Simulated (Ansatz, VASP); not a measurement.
## Two plane-wave programs on Sb

File INCAR:

```
ALGO = Normal ; EDIFF = 1E-6
ENCUT = 500 ; GGA = PE
GGA_COMPAT = F ; ISIF = 2
ISMEAR = 0 ; LASPH = T
LCHARG = F ; LREAL = F
LWAVE = F ; NBANDS = 12
NELM = 120 ; PREC = Accurate
SIGMA = 0.1
```

File KPOINTS:

```
k-points
0
Gamma
  6 6 4
```

The input POSCAR:

```
Sb
1.0
    3.1376553964      0.0000000000      0.0195262426
    0.0000000000      3.1376537731      0.0000000000
   -0.0390982211      0.0000000000      6.2817465017
Sb
2
Direct
    0.5003845916      0.0000000000      0.2499909716
    0.4996154084      0.0000000000      0.7500090284
```

Input for Ansatz:

```yaml
crystal:
  lattice:
    - [3.1376553964, 0.0, 0.0195262426]
    - [0.0, 3.1376537731, 0.0]
    - [-0.0390982211, 0.0, 6.2817465017]
  atoms:
    - { symbol: Sb, position: [0.5003845916, 0.0, 0.2499909716] }
    - { symbol: Sb, position: [0.4996154084, 0.0, 0.7500090284] }
basis:
  ecutwfc: 420
kpoints:
  mp_grid: { grid: [6, 6, 4] }
hamiltonian:
  xc: pbe
scf:
  occupations: { method: gaussian, width: 0.1 }
output:
  forces: true
  stress: true
  eigenvalues: true
```

Alike in both runs: task single point; functional PBE; k mesh 6 × 6 × 4; occupations gaussian, width 0.1 eV; no spin polarisation.

|  | VASP | Ansatz |
| --- | --- | --- |
| version | VASP 6.6.1 | Ansatz 0.2.0 |
| potentials or method | VASP PAW PBE potentials, release 64 (Sb), cutoff 500 eV | scalar-relativistic, plane waves, PAW |
| valence electrons in the cell | 10 | 30 |

```tsv
	VASP	Ansatz	Ansatz less VASP
gap on the k mesh at the Fermi level (eV)	none	none	-
pressure (GPa)	-1.0	-1.0	+0.04
traceless stress, the component that is largest in VASP (GPa)	3.77	3.78	+0.005
```

A gap of «none» marks a metal or a gap that the smearing closes. The functional is the same, so the differences come from potentials, cutoffs and numerics. VASP's potentials hold 10 valence electrons a cell and Ansatz's 30, so a difference there can come from the potentials and not from the codes. Ansatz's warnings: structure snapped to symmetry.

Spin-orbit coupling is off throughout.
